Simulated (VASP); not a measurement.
A run of VASP 6.6.1 is set up as follows.

Contents of INCAR:

```
SYSTEM = GaGe3
PREC = Accurate ; ENCUT = 520
EDIFF = 1E-6 ; ISMEAR = -1
SIGMA = 0.05 ; LREAL = .FALSE.
LASPH = .TRUE. ; NELM = 60
ALGO = Normal ; ISIF = 2
LWAVE = .FALSE. ; LCHARG = .FALSE.
GGA = PS ; NBANDS = 36
```

KPOINTS

```
Automatic mesh
0
G
  7 7 7
  0 0 0
```

POSCAR

```
GaGe3
1.0
    0.0000000000      3.2913936608      3.2913936608
    3.2913936608      0.0000000000      3.2913936608
    3.2913936608      3.2913936608      0.0000000000
Ge Ga
3 1
Direct
    0.5000000000      0.5000000000      0.5000000000
    0.7500000000      0.7500000000      0.7500000000
    0.2500000000      0.2500000000      0.2500000000
    0.0000000000      0.0000000000      0.0000000000
```

Potentials or basis: VASP PAW PBE potentials, release 64 (Ge_d, Ga_d).

Launch:

```sh
$ cat potpaw_PBE.64/Ge_d/POTCAR potpaw_PBE.64/Ga_d/POTCAR > POTCAR
$ mpirun -np 1 vasp_std > vasp.out
```

(1) Predict the band gap on the k mesh.

(2) Estimate the pressure.

Results:

(1) zero (an odd number of electrons rules out a gap without spin polarisation).

(2) 2.0 GPa.

Caveat: the PAW data sets were made with another functional, which shifts forces and pressure a little.
